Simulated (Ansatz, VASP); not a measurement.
Ni: VASP beside Ansatz

```
CELL_PARAMETERS angstrom
0.00000 1.76194 1.76194
1.76194 0.00000 1.76194
1.76194 1.76194 0.00000
ATOMIC_POSITIONS crystal
Ni 0.00000 0.00000 0.00000
```

Alike in both runs: task single point; functional r2SCAN; k mesh 14 × 14 × 14; occupations fermi-dirac, width 0.05 eV; collinear spin.

|  | VASP | Ansatz |
| --- | --- | --- |
| version | VASP 6.6.1 | Ansatz 0.2.0 |
| potentials or method | VASP PAW PBE potentials, release 64 (Ni), cutoff 660 eV | PAW, plane waves, scalar-relativistic |
| valence electrons in the cell | 10 | 18 |

```tsv
	VASP	Ansatz	Ansatz less VASP
pressure (GPa)	-7.4	-7.6	-0.29
net moment per atom (μB)	0.75	0.76	+0.009
size of the moment on the site where the two differ most (μB)	0.78	0.83	+0.055
```

VASP's potentials were made for PBE, not for r2SCAN. Site moments also hang on the region over which each program counts them. VASP's potentials hold 10 valence electrons a cell and Ansatz's 18, so a difference there can come from the potentials and not from the codes. Ansatz's warnings: stability check not made.
